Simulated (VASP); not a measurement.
Here is a VASP 6.6.1 calculation.

The input INCAR:

```
  ALGO = Normal
  DIPOL = 0.5 0.5 0.500
  EDIFF = 1E-6
  ENCUT = 520
  GGA = PS
  IDIPOL = 3
  ISIF = 2
  ISMEAR = -1
  LASPH = True
  LCHARG = False
  LDIPOL = True
  LREAL = False
  LWAVE = False
  NBANDS = 24
  NELM = 80
  PREC = Accurate
  SIGMA = 0.05
```

File KPOINTS:

```
k-points
0
Gamma
  14 10 1
```

POSCAR

```
Ag
1.0
    2.8669514164      0.0000000000      0.0000000000
    0.0000000000      4.0544815757      0.0000000000
    0.0000000000      0.0000000000     18.8670000000
Ag
3
Direct
    0.0000000000      0.0000000000      0.4269868055
    0.5000000000      0.5000000000      0.4999999909
    0.0000000000      0.0000000000      0.5730132036
```

Potentials or basis: VASP PAW PBE potentials, release 64 (Ag).

The run is started by

```sh
$ cat potpaw_PBE.64/Ag/POTCAR > POTCAR
$ mpirun -np 1 vasp_std > vasp.out
```

Question: What does it give for the largest force?

Answer: 0.003 eV/Å.

Question: Estimate the band gap on the k mesh.

Answer: Zero (an odd number of electrons rules out a gap without spin polarisation).

Forces on the atoms (eV/Å):
```
Ag   0.000  0.000  0.003
Ag   0.000  0.000  0.000
Ag   0.000  0.000 -0.003
```

Caveat: the PAW data sets were made with another functional, which shifts forces and pressure a little.
